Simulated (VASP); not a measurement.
Input of a VASP 6.6.1 run:

INCAR

```
SYSTEM = Al
ALGO     = Fast           ! electronic algorithm
EDIFF    = 1E-6           ! SCF threshold, eV
ENCUT    = 520            ! plane-wave cutoff, eV
GGA      = PE             ! functional
ISIF     = 2              ! what is computed and relaxed
ISMEAR   = 0              ! smearing method
LASPH    = .TRUE.         ! aspherical terms in the spheres
LCHARG   = .FALSE.        ! write CHGCAR
LREAL    = .FALSE.        ! projectors in reciprocal space
LWAVE    = .FALSE.        ! write WAVECAR
NBANDS   = 18             ! bands
NELM     = 80             ! most SCF steps
PREC     = Accurate       ! precision mode
SIGMA    = 0.15           ! smearing width, eV
```

File KPOINTS:

```
k-points
0
G
  19 19 4
  0 0 0
```

Contents of POSCAR:

```
Al
1.0
    2.0239800000     -2.0239800000      0.0000000000
    2.0239800000      0.0000000000     -2.0239800000
    9.8279708076      9.8279708076      9.8279708076
Al
6
Direct
    0.6666666667      0.6666666667      0.0686331982
    0.0000000000      0.0000000000      0.7551024737
    0.3333333333      0.3333333333      0.2059270533
    0.6666666667      0.6666666667      0.4805147635
    0.0000000000      0.0000000000      0.3432209084
    0.3333333333      0.3333333333      0.6178086186
```

Potentials or basis: VASP PAW PBE potentials, release 64 (Al).

Launch:

```bash
$ cat potpaw_PBE.64/Al/POTCAR > POTCAR
$ mpirun -np 1 vasp_std > vasp.out
```

(1) Estimate the pressure.

(2) What does it give for the largest force?

(3) Predict the band gap on the k mesh.

Results:

(1) -1.4 GPa.

(2) 0.062 eV/Å.

(3) zero (bands 9 and 10 overlap by 3.55 eV).

Caveat: the cell differs from its parent crystal (the distance across one plane changed).
